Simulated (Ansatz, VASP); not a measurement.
## I: VASP beside Ansatz

```
CELL_PARAMETERS angstrom
3.63503 -2.39502 0.00000
3.63503 2.39502 0.00000
0.00000 0.00000 9.79344
ATOMIC_POSITIONS crystal
I 0.64930 0.35070 0.38440
I 0.14930 0.85070 0.11560
I 0.35070 0.64930 0.61560
I 0.85070 0.14930 0.88440
```

Alike in both runs: functional r2SCANh; k mesh 4 × 4 × 2; occupations fermi-dirac, width 0.05 eV; no spin polarisation.

|  | VASP | Ansatz |
| --- | --- | --- |
| version | VASP 6.6.1 | Ansatz 0.2.0 |
| potentials or method | VASP PAW PBE potentials, release 64 (I) | Ansatz PAW |
| plane-wave cutoff (eV) | 520 | 500 |
| valence electrons in the cell | 28 | 68 |
| task | single point | band structure |

```tsv
	VASP	Ansatz	Ansatz less VASP
gap on the k mesh at the Fermi level (eV)	2.09	2.09	+0.001
least direct gap on the mesh (eV)	2.28	2.29	+0.008
pressure (GPa)	0.9	1.0	+0.12
traceless stress, the component that is largest in VASP (GPa)	0.51	0.59	+0.079
rms of the force components (eV/Å)	0.235	0.246	+0.0115
```

VASP's potentials were made for PBE, not for r2SCANh. Atom by atom the forces differ by 0.012 eV/Å (rms over components). With one functional, cell and mesh, what is left measures potentials, basis and numerics. VASP's potentials hold 28 valence electrons a cell and Ansatz's 68, so a difference there can come from the potentials and not from the codes.

Neither program's run includes spin-orbit coupling.
